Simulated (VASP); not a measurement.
Runs of VASP 6.6.1 on Ti. The structure is that of space group I4/mmm (No. 139), or close to it. The cells are those of the table. 

```csv
cell,gap on the mesh (eV),pressure (GPa)
"a = 2.949, b = 2.949, c = 3.061 Å, angles 58.7, 58.7, 62.5°, 1 atom",none,-7.5
"a = 3.079, b = 3.079, c = 2.833 Å, angles 62.6, 62.6, 54.8°, 1 atom",none,(a)
"a = 2.925, b = 2.925, c = 3.141 Å, angles 57.5, 57.5, 65.0°, 1 atom",none,-7.4
"a = 2.908, b = 2.908, c = 3.481 Å, angles 53.2, 53.2, 73.5°, 1 atom",none,-7.8
```

Alike in all rows: task single point; level PBE; potentials or basis VASP PAW PBE potentials, release 64 (Ti_sv); no spin polarisation; k mesh 20 × 20 × 20; cutoff (eV) 520; smearing gaussian 0.15 eV.

Problem. Estimate the missing entries.

Solution. (a) -7.6.

Caveats: the cell stands under tension (at least some runs); the stress differs along the axes, from -11 to -6 GPa (at least some runs).

A gap of «none» marks levels without a gap at the run's occupations.
